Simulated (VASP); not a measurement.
Crystal: B.

```
CELL_PARAMETERS angstrom
1.87495 0.00000 0.00000
-0.93747 1.62375 0.00000
0.00000 0.00000 5.64168
ATOMIC_POSITIONS crystal
B 0.00000 0.00000 0.15520
B 0.00000 0.00000 0.84480
```

* Program: VASP 6.6.1
* Task: relaxation of cell and atoms
* Functional: PBE
* Potentials or basis: VASP PAW PBE potentials, release 64 (B_h)
* Cutoff: 910 eV
* k mesh: 12 × 12 × 4
* Occupations: gaussian, width 0.1 eV
* Spin: no spin polarisation

At the start: pressure -1.0 GPa; volume 8.59 Å³/atom.

Problem. Where does the relaxation end?

Solution. Over 5 steps the energy falls by 12.9 meV/atom and the volume is 8.45 Å³/atom (-1.6 %); space group P6/mmm (No. 191, to 0.05 Å).

The path:
```
step  energy change (eV)  largest force (eV/Å)  pressure (GPa)  volume (Å³)
   1              0.0000                0.4677           -1.03        17.18
   2             -0.0244                0.1313           -1.88        17.03
   3             -0.0248                0.0576           -2.01        17.05
   4             -0.0252                0.0427            1.41        16.78
   5             -0.0258                0.0010           -0.12        16.90
```

Final structure:
```
B
1.0
     1.84545    0.00000    0.00000
    -0.92273    1.59821    0.00000
     0.00000    0.00000    5.72984
B
2
Cartesian
  0.0000 0.0000 0.9089
  0.9227 1.5982 4.8209
```

Caveat: this functional lacks dispersion, which binds the layers, so the pressure and a relaxed spacing across them are unreliable.
